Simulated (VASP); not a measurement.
A run of VASP 6.6.1 is set up as follows.

INCAR

```
SYSTEM = HfC
  PREC = Accurate
  ENCUT = 520
  EDIFF = 1E-6
  ISMEAR = 0
  SIGMA = 0.1
  LREAL = .False.
  LASPH = .True.
  NELM = 60
  ALGO = Normal
  ISIF = 2
  LWAVE = .False.
  LCHARG = .False.
  GGA = PE
  NBANDS = 14
```

Contents of KPOINTS:

```
regular mesh
0
Gamma
  15 15 15
  0 0 0
```

The input POSCAR:

```
HfC
1.0
   -0.0465000000      2.3014477500      2.3014477500
    2.3014477500     -0.0465000000      2.3014477500
    2.3014477500      2.3014477500     -0.0465000000
Hf C
1 1
Direct
    0.5000000000      0.5000000000      0.5000000000
    0.0000000000      0.0000000000      0.0000000000
```

Potentials or basis: VASP PAW PBE potentials, release 64 (Hf_pv, C).

Command:

```sh
$ cat potpaw_PBE.64/Hf_pv/POTCAR potpaw_PBE.64/C/POTCAR > POTCAR
$ mpirun -np 1 vasp_std > vasp.out
```

(1) Estimate the pressure.

(2) Estimate the band gap on the k mesh.

Answers

(1) -0.3 GPa.

(2) zero (band 7 reaches 7.09 eV, above the bottom of band 8 at 5.65 eV).

Caveat: the cell differs from its parent crystal (strained); spin-orbit coupling is left out, which moves the levels of the heavy elements.
